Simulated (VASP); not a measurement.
Wanted: the native input for a VASP 6.6.1 run.

| Quantity | Value |
| --- | --- |
| Task | relaxation of cell and atoms |
| Functional | PBE |
| Potentials or basis | VASP PAW PBE potentials, release 64 (Be, Te) |
| Cutoff | 600 eV |
| k mesh | 8 × 8 × 8 |
| Occupations | gaussian, width 0.02 eV |
| Spin | no spin polarisation |
| Dipole correction | no |
| Further INCAR settings | ALGO = Normal; EDIFF = 1e-06; IBRION = 2; EDIFFG = -0.01; NSW = 100; ISIF = 3 |

The structure of BeTe lies in POSCAR:

```
BeTe
1.0
    0.0000000000      2.8318047757      2.8318047757
    2.8318047757      0.0000000000      2.8318047757
    2.8318047757      2.8318047757      0.0000000000
Be Te
1 1
Direct
    0.5000000000      0.5000000000      0.5000000000
    0.7500000000      0.7500000000      0.7500000000
```

These files were run (other wordings do the same):

INCAR

```
SYSTEM = BeTe
PREC     = Accurate       ! precision mode
ENCUT    = 600            ! plane-wave cutoff, eV
EDIFF    = 1E-6           ! SCF threshold, eV
ISMEAR   = 0              ! smearing method
SIGMA    = 0.02           ! smearing width, eV
LREAL    = .FALSE.        ! projectors in reciprocal space
LASPH    = .TRUE.         ! aspherical terms in the spheres
NELM     = 60             ! most SCF steps
ALGO     = Normal         ! electronic algorithm
ISIF     = 3              ! what is computed and relaxed
LWAVE    = .FALSE.        ! write WAVECAR
LCHARG   = .FALSE.        ! write CHGCAR
GGA      = PE             ! functional
IBRION   = 2              ! ionic algorithm
NSW      = 100            ! ionic steps
EDIFFG   = -0.01          ! ionic threshold
```

KPOINTS

```
regular mesh
0
G
  8 8 8
  0 0 0
```

Potentials or basis: VASP PAW PBE potentials, release 64 (Be, Te).

The run is started by

```sh
$ cat potpaw_PBE.64/Be/POTCAR potpaw_PBE.64/Te/POTCAR > POTCAR
$ mpirun -np 1 vasp_std > vasp.out
```

It gave:

```json
{"Relaxed volume": "22.78 Å³/atom", "Relaxed cell": "a = 4.009 Å, b = 4.009 Å, c = 4.009 Å, α = 60.00°, β = 60.00°, γ = 60.00°", "Space group after relaxing (to 0.05 Å)": "F-43m (No. 216)", "Energy gained by relaxing": "0.0 meV/atom", "Ionic steps": "2", "Pressure after relaxing": "0.0 GPa", "Band gap on the k mesh": "2.02 eV, indirect (least direct gap 3.63 eV)"}
```

Caveat: spin-orbit coupling is left out, which moves the levels of the heavy elements.

It took 15 s on 1 thread of Intel(R) Xeon(R) Platinum 8375C CPU @ 2.90GHz (Ice Lake) (shared host), peak memory 0.18 GiB.
